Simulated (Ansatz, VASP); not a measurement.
**One calculation of Hf, two programs**

```
CELL_PARAMETERS angstrom
-1.83207 1.83207 1.75085
1.83207 -1.83207 1.75085
1.83207 1.83207 -1.75085
ATOMIC_POSITIONS crystal
Hf 0.00000 0.00000 0.00000
```

Change from the starting cell: strain +0.015 along x and y, -0.030 along z, atoms carried along.

Alike in both runs: task single point; functional PBEsol; k mesh 18 × 18 × 18; occupations gaussian, width 0.15 eV; no spin polarisation.

|  | VASP | Ansatz |
| --- | --- | --- |
| version | VASP 6.6.1 | Ansatz 0.2.0 |
| potentials or method | VASP PAW PBE potentials, release 64 (Hf_pv), cutoff 520 eV | scalar-relativistic, plane waves, PAW |
| valence electrons in the cell | 10 | 26 |

Ansatz gave:

```
gap on the k mesh at the Fermi level (eV)                     : none
pressure (GPa)                                                : -8.9
traceless stress, the component that is largest in VASP (GPa) : -1.65
```

Q: Which values does VASP return?

A: gap on the k mesh at the Fermi level (eV): none; pressure (GPa): -9.2; traceless stress, the component that is largest in VASP (GPa): -1.69.

VASP's potentials were made for PBE, not for PBEsol. A gap of «none» marks a metal or a gap that the smearing closes. VASP's potentials hold 10 valence electrons a cell and Ansatz's 26, so a difference there can come from the potentials and not from the codes.

Spin-orbit coupling is off throughout.
